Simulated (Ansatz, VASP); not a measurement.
**KI in VASP and in Ansatz**

The input INCAR:

```
PREC = Accurate ; ENCUT = 520
EDIFF = 1E-8 ; ISMEAR = -1
SIGMA = 0.01 ; LREAL = F
LASPH = T ; NELM = 80
ALGO = Normal ; ISIF = 2
LWAVE = F ; LCHARG = F
GGA = PE ; LEFG = T
NBANDS = 15
```

KPOINTS

```
Automatic mesh
0
Gamma
  8 8 8
```

Contents of POSCAR:

```
KI
1.0
    0.0000000000      3.5950410000      3.5245500000
    3.5950410000      0.0000000000      3.5245500000
    3.5950410000      3.5950410000      0.0000000000
K I
1 1
Direct
    0.0000000000      0.0000000000      0.0000000000
    0.5000000000      0.5000000000      0.5000000000
```

Input for Ansatz:

```yaml
crystal:
  lattice:
    - [0.0, 3.595041, 3.52455]
    - [3.595041, 0.0, 3.52455]
    - [3.595041, 3.595041, 0.0]
  atoms:
    - { symbol: K, position: [0.0, 0.0, 0.0] }
    - { symbol: I, position: [0.5, 0.5, 0.5] }
kpoints:
  mp_grid: { grid: [8, 8, 8] }
scf:
  occupations: { method: fermi_dirac, width: 0.01 }
hamiltonian:
  xc: pbe
  pseudopotentials: { kind: all_electron, datasets: crystal }
output:
  forces: true
  stress: true
  eigenvalues: true
  efg: { contact_densities: true }
```

Change from the starting cell: x and y stretched by +2 %, z held, crystal datasets.

Alike in both runs: task electric field gradients; functional PBE; k mesh 8 × 8 × 8; occupations fermi-dirac, width 0.01 eV; no spin polarisation.

|  | VASP | Ansatz |
| --- | --- | --- |
| version | VASP 6.6.1 | Ansatz 0.2.0 |
| potentials or method | VASP PAW PBE potentials, release 64 (K_sv, I), cutoff 520 eV | all-electron PAW with datasets made for the crystal, scalar-relativistic |

|  | VASP | Ansatz | Ansatz less VASP |
| --- | --- | --- | --- |
| gap on the k mesh at the Fermi level (eV) | 3.89 | 3.89 | +0.003 |
| pressure (GPa) | 0.2 | 0.2 | -0.02 |
| traceless stress, the component that is largest in VASP (GPa) | 0.31 | 0.31 | -0.004 |
| size of Vzz on the site where it differs most (V/Å²) | 3.7 | 3.5 | -0.20 |

Ansatz ran all-electron here, and VASP with PAW potentials.

Spin-orbit coupling is off throughout.
